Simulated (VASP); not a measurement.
# C (I4_1/amd) in VASP: G0W0 quasiparticle levels with PBEsol

Aim: the G0W0 quasiparticle levels of C with PBEsol.

Program: VASP 6.6.1. These are calculated values, not measurements. Logs are shortened: lines on timing, memory, paths and dates and some standing lists are left out, and cuts for length are marked.

## 1. The cell of the first run

Symmetry: I4_1/amd, No. 141, tetragonal system. The conventional cell has a = 2.538 Å, b = 2.538 Å, c = 3.544 Å, α = 90.00°, β = 90.00°, γ = 90.00°. C (site symmetry -4m2) has 4 C at 1.55 Å within 2.1 Å.

## 2. G0W0 quasiparticle levels, PBEsol

The input, POSCAR:

```
C
1.0
    0.0000000000      1.7946008943      1.7722278823
    1.7946008943      0.0000000000      1.7722278823
    1.7946008943      1.7946008943      0.0000000000
C
2
Direct
    0.0000000000      0.0000000000      0.0000000000
    0.2500000000      0.2500000000      0.2500000000
```

The input, INCAR.step1:

```
ALGO     = Normal         # electronic algorithm
EDIFF    = 1E-8           # SCF threshold, eV
ENCUT    = 500            # plane-wave cutoff, eV
GGA      = PS             # functional
ISMEAR   = 0              # smearing method
LASPH    = T              # aspherical terms in the spheres
LCHARG   = F              # write CHGCAR
LREAL    = F              # projectors in reciprocal space
LWAVE    = T              # write WAVECAR
NELM     = 100            # most SCF steps
PREC     = Accurate       # precision mode
SIGMA    = 0.01           # smearing width, eV
```

The input, INCAR.step2:

```
ALGO     = Exact          # electronic algorithm
EDIFF    = 1E-8           # SCF threshold, eV
ENCUT    = 500            # plane-wave cutoff, eV
GGA      = PS             # functional
ISMEAR   = 0              # smearing method
ISTART   = 1            
LASPH    = T              # aspherical terms in the spheres
LCHARG   = F              # write CHGCAR
LOPTICS  = T              # frequency-dependent dielectric function
LREAL    = F              # projectors in reciprocal space
LWAVE    = T              # write WAVECAR
NBANDS   = 34             # bands
NELM     = 1              # most SCF steps
PREC     = Accurate       # precision mode
SIGMA    = 0.01           # smearing width, eV
```

The input, INCAR.step3:

```
ALGO     = EVGW0          # electronic algorithm
EDIFF    = 1E-8           # SCF threshold, eV
ENCUT    = 500            # plane-wave cutoff, eV
ENCUTGW  = 100.0          # cutoff of the response function
GGA      = PS             # functional
ISMEAR   = 0              # smearing method
ISTART   = 1            
LASPH    = T              # aspherical terms in the spheres
LCHARG   = F              # write CHGCAR
LREAL    = F              # projectors in reciprocal space
LWAVE    = F              # write WAVECAR
NBANDS   = 34             # bands
NBANDSGW = 12           
NELMGW   = 1            
NOMEGA   = 48             # frequency points
PREC     = Accurate       # precision mode
PRECFOCK = Fast         
SIGMA    = 0.01           # smearing width, eV
```

The input, KPOINTS:

```
k-points
0
Gamma
  6 6 6
```

Potentials or basis: VASP PAW PBE potentials, release 64 (C_GW).

Run with:

```sh
> cat potpaw_PBE.64/C_GW/POTCAR > POTCAR
> cp INCAR.step1 INCAR
> mpirun -np 1 vasp_std > vasp.out
> cp INCAR.step2 INCAR
> mpirun -np 1 vasp_std > vasp.out
> cp INCAR.step3 INCAR
> mpirun -np 1 vasp_std > vasp.out
```

OUTCAR:

```text
EDIFF = 1E-8
   ENCUT = 500
   ENCUTGW = 100.0
   GGA = PS
   ISMEAR = 0
   ISTART = 1
   LASPH = T
   LREAL = F
   NELMGW = 1
   PREC = Accurate
   PRECFOCK = Fast

 ion  position               nearest neighbor table
   1  0.000  0.000  0.000-   2 1.55   2 1.55   2 1.55   2 1.55
   2  0.250  0.250  0.250-   1 1.55   1 1.55   1 1.55   1 1.55

  LATTYP: Found a body centered tetragonal cell.
 ALAT       =     2.5379489238
 C/A-ratio  =     1.3965827805

  Lattice vectors:

 A1 = (   0.0000000000,  -1.7946008943,  -1.7722278823)
 A2 = (   0.0000000000,   1.7946008943,  -1.7722278823)
 A3 = (   1.7946008943,   0.0000000000,   1.7722278823)

Analysis of symmetry for initial positions (statically):
=====================================================================
 Subroutine PRICEL returns:
 Original cell was already a primitive cell.

 Routine SETGRP: Setting up the symmetry group for a
 body centered tetragonal supercell.

 Subroutine GETGRP returns: Found 16 space group operations
 (whereof  8 operations were pure point group operations)
 out of a pool of 16 trial point group operations.

The static configuration has the point symmetry D_2d.
 The point group associated with its full space group is D_4h.

Analysis of symmetry for dynamics (positions and initial velocities):
=====================================================================
 Subroutine PRICEL returns:
 Original cell was already a primitive cell.

 Routine SETGRP: Setting up the symmetry group for a
 body centered tetragonal supercell.

 Subroutine GETGRP returns: Found 16 space group operations
 (whereof  8 operations were pure point group operations)
 out of a pool of 16 trial point group operations.

The dynamic configuration has the point symmetry D_2d.
 The point group associated with its full space group is D_4h.

 Subroutine INISYM returns: Found 16 space group operations
 (whereof  8 operations are pure point group operations),
 and found     1 'primitive' translations

----------------------------------------------------------------------------------------

                                     Primitive cell

  volume of cell :      11.4152

  direct lattice vectors                    reciprocal lattice vectors
     0.000000000  1.794600894  1.772227882    -0.278613480  0.278613480  0.282130760
     1.794600894  0.000000000  1.772227882     0.278613480 -0.278613480  0.282130760
     1.794600894  1.794600894  0.000000000     0.278613480  0.278613480 -0.282130760

  length of vectors
     2.522178431  2.522178431  2.537948924     0.484611915  0.484611915  0.484611915

  position of ions in fractional coordinates (direct lattice)
     0.000000000  0.000000000  0.000000000
     0.250000000  0.250000000  0.250000000

  ion indices of the primitive-cell ions
   primitive index   ion index
                 1           1
                 2           2

----------------------------------------------------------------------------------------

 KPOINTS: k-points

Automatic generation of k-mesh.
 Grid dimensions read from file:
 generate k-points for:    6    6    6

 Generating k-lattice:

  Cartesian coordinates                     Fractional coordinates (reciprocal lattice)
    -0.046435580  0.046435580  0.047021793     0.166666667  0.000000000  0.000000000
     0.046435580 -0.046435580  0.047021793     0.000000000  0.166666667  0.000000000
     0.046435580  0.046435580 -0.047021793     0.000000000  0.000000000  0.166666667

  Length of vectors
     0.080768653  0.080768653  0.080768653

  Shift w.r.t. Gamma in fractional coordinates (k-lattice)
     0.000000000  0.000000000  0.000000000

 Subroutine IBZKPT returns following result:
 ===========================================

 Found     30 irreducible k-points:

 Following reciprocal coordinates:
            Coordinates               Weight
  0.000000  0.000000  0.000000      1.000000
  0.166667 -0.000000  0.000000      8.000000
  0.333333  0.000000  0.000000      8.000000
  0.500000  0.000000  0.000000      4.000000
  0.166667  0.166667  0.000000      2.000000
  0.333333  0.166667  0.000000      8.000000
[... 16 lines left out ...]
  0.333333  0.000000  0.333333      4.000000
  0.500000  0.000000  0.333333     16.000000
 [... further k-points ...]
   k-points           NKPTS =     30   k-points in BZ     NKDIM =    216   number of bands    NBANDS=     34
   number of dos      NEDOS =    301   number of ions     NIONS =      2
   total plane-waves  NPLWV =   6480
   dimension x,y,z NGX =    18 NGY =   18 NGZ =   20
   dimension x,y,z NGXF=    36 NGYF=   36 NGZF=   40
   ions per type =               2
   NGX,Y,Z   is equivalent  to a cutoff of  11.86, 11.86, 13.10 a.u.
   NGXF,Y,Z  is equivalent  to a cutoff of  23.73, 23.73, 26.20 a.u.
 SYSTEM =  unknown system
   PREC   = accura    normal or accurate (medium, high low for compatibility)
   ISTART =      1    job   : 0-new  1-cont  2-samecut
   ICHARG =      0    charge: 1-file 2-atom 10-const
   ISPIN  =      1    spin polarized calculation?
   LNONCOLLINEAR =      F non collinear calculations
   LSORBIT =      F    spin-orbit coupling
   LASPH  =      T    aspherical Exc in radial PAW
   ENCUT  =  500.0 eV  36.75 Ry    6.06 a.u.   4.60  4.60  4.63*2*pi/ulx,y,z
   NELM   =     60;   NELMIN=  2; NELMDL=  0     # of ELM steps
   EDIFF  = 0.1E-07   stopping-criterion for ELM
   LREAL  =      F    real-space projection
   EDIFFG = 0.1E-06   stopping-criterion for IOM
   NSW    =      0    number of steps for IOM
   IBRION =     -1    ionic relax: 0-MD 1-quasi-New 2-CG
   NFREE  =      0    steps in history (QN), initial steepest desc. (CG)
   ISIF   =      0    stress and relaxation
   ISYM   =      3    0-nonsym 1-usesym 2-fastsym
   POTIM  = 0.5000    time-step for ionic-motion
   TEBEG  =    0.0;   TEEND  =   0.0 temperature during run
   PSTRESS=    0.0 pullay stress
   NELECT =       8.0000    total number of electrons
   NUPDOWN=      -1.0000    fix difference up-down
   EMIN   =  10.00;   EMAX   =-10.00  energy-range for DOS
   EFERMI =   0.00;   METHOD = LEGACY
   ISMEAR =     0;   SIGMA  =   0.01  broadening in eV -4-tet -1-fermi 0-gaus
   EFERMI_NEDOS =   21; number of points for ismear=-14 and -15
   IALGO  =     38    algorithm
   IMIX   =      4    mixing-type and parameters
     AMIX     =   0.40;   BMIX     =  1.00
     AMIX_MAG =   1.60;   BMIX_MAG =  1.00
  volume/ion in A,a.u.               =       5.71        38.52
  Fermi-wavevector in a.u.,A,eV,Ry     =   1.454152  2.747948 28.770297  2.114557
  Thomas-Fermi vector in A             =   2.571336
   LORBIT       =      0    0 simple, 1 ext, 2 COOP (PROOUT), +10 PAW based schemes
   GGA     = PS    functional components
   LHFCALC =     T    Hartree Fock is set to
   PRECFOCK=fast      Normal, Fast or Accurate (Low or Medium for compatibility)
   ENCUT4O =  -1.0   cutoff for four orbital integrals eV
   NKREDX  =     1    reduce k-point grid by
   NKREDY  =     1    reduce k-point grid by
   NKREDZ  =     1    reduce k-point grid by
   AEXX    =    1.0000 exact exchange contribution
   HFSCREEN=    0.0000 screening length (either q_TF or 0.3 A-1)
   HFSCREENC=   0.0000 screening length for correlation (either q_TF or 0.3 A-1)
   ENCUTFOCK=  -1.0 apply spherical cutoff to Coloumb kernel
   IVDW    =     0    specifies the selected vdW correction
   LEPSILON=     F    determine dielectric tensor
   LRPA    =     F    only Hartree local field effects (RPA)
   LRPAFORCE           =     F    calculate RPA forces
   ENCUTGW             = 100.0    cutoff for response function in eV
   ENCUTGWSOFT         =  80.0    soft cutoff for Coulomb kernel in GW response function in eV
   ENCUTLF             =  -1.0    cutoff for local field effects
   NELMGW              =     1    number of iterations in solving QP/BSE equation
   NELMHF              =     1    number of iterations in the inner HF iteration
   NKREDLFX            =     1    NKREDLFY  =   1   NKREDLFZ  =   1
 non-spin polarized calculation
 Gauss-broadening in eV      SIGMA  =   0.01
  energy-cutoff  :      500.00
  volume of cell :       11.42
 maximum number of plane-waves:       302
  NGX = 12; NGY = 12; NGZ = 12
   NGX =  9   NGY =  9   NGZ =  9
 maximum number of plane-waves:        30
 NGX is ok and might be reduce to    10

 QP shifts <psi_nk| G(iteration)W_0 |psi_nk>: iteration 1
 for sc-GW calculations column KS-energies equals QP-energies in previous step
 and V_xc(KS)=  KS-energies - (<T + V_ion + V_H > + <T+V_H+V_ion>^1  + <V_x>^1)

 k-point   1 :       0.0000    0.0000    0.0000
  band No.  KS-energies  QP-energies   sigma(KS)   V_xc(KS)     V^pw_x(r,r')   Z            occupation Imag(sigma)

      1     -11.7829     -13.1490     -16.5535     -14.7463     -25.3341       0.7559       2.0000       1.4993
      2       9.5905       9.3830     -16.9557     -16.7046     -19.1227       0.8262       2.0000       0.0813
      3       9.5905       9.3830     -16.9557     -16.7046     -19.1227       0.8262       2.0000       0.0813
      4       9.7762       9.5749     -16.9278     -16.6844     -19.0610       0.8266       2.0000       0.0803
      5      15.0770      16.4662     -13.8200     -15.5062      -9.3220       0.8239       0.0000      -0.1118
      6      15.2298      16.6209     -13.8100     -15.4985      -9.2843       0.8239       0.0000      -0.1124
      7      15.2298      16.6209     -13.8100     -15.4985      -9.2843       0.8239       0.0000      -0.1124
      8      22.8721      24.1907     -14.5273     -16.2231      -7.7390       0.7776       0.0000      -0.2611
      9      28.5347      29.3245     -11.2460     -12.2242      -4.3650       0.8073       0.0000      -0.4253
     10      35.7283      37.1440     -12.1932     -13.8970      -5.9083       0.8309       0.0000      -0.5729
     11      36.3568      37.7733     -12.1913     -13.9021      -5.8455       0.8280       0.0000      -0.6096
     12      36.6083      37.6326     -10.5523     -11.7888      -3.2794       0.8284       0.0000      -1.0561

 k-point   2 :       0.1667   -0.0000    0.0000
  band No.  KS-energies  QP-energies   sigma(KS)   V_xc(KS)     V^pw_x(r,r')   Z            occupation Imag(sigma)
[... 353 lines left out ...]
      1      -5.2316      -6.3400     -16.7727     -15.3013     -23.7477       0.7534       2.0000       0.6711
      2      -0.5700      -1.5643     -17.1105     -15.8185     -22.6072       0.7696       2.0000       0.3132
      3       1.9799       1.2079     -16.1296     -15.1573     -20.2033       0.7940       2.0000       0.1889
      4       4.0719       3.4294     -16.6088     -15.8091     -20.2724       0.8035       2.0000       0.1480
      5      14.8595      15.8531     -12.7128     -13.9059      -8.0113       0.8327       0.0000      -0.1160
      6      17.9446      19.1073     -12.7248     -14.1371      -7.4276       0.8233       0.0000      -0.1461
      7      24.3096      26.1439     -14.1003     -16.4687      -6.9846       0.7745       0.0000      -0.3181
      8      24.7792      26.5684     -14.2051     -16.5231      -6.9807       0.7719       0.0000      -0.3364
      9      30.5387      32.0990     -13.1352     -15.1261      -5.4509       0.7837       0.0000      -0.5920
     10      32.7802      34.4010     -13.2305     -15.3131      -5.0253       0.7782       0.0000      -0.7671
     11      38.4955      39.8361     -11.8740     -13.5165      -4.6276       0.8162       0.0000      -0.9499
     12      42.7870      44.0133     -11.2394     -12.7423      -3.4479       0.8160       0.0000      -1.2543

 [... further k-points ...]
```

Run time: 78 s. Hardware: 1 thread of Intel Xeon Platinum 8488C (Sapphire Rapids), shared host; peak memory 0.19 GiB.

What came out:

| Item | Value |
| --- | --- |
| Quasiparticle gap | 4.90 eV |
| Least direct quasiparticle gap | 6.89 eV |
| Band gap of the starting levels on the mesh | 3.71 eV |
| Least direct gap of the starting levels on the mesh | 5.30 eV |

Caveat: the k points lie up to 0.51 Å⁻¹ apart; bands, screening cutoff and mesh are small and nothing is extrapolated, so the quasiparticle values aren't converged.
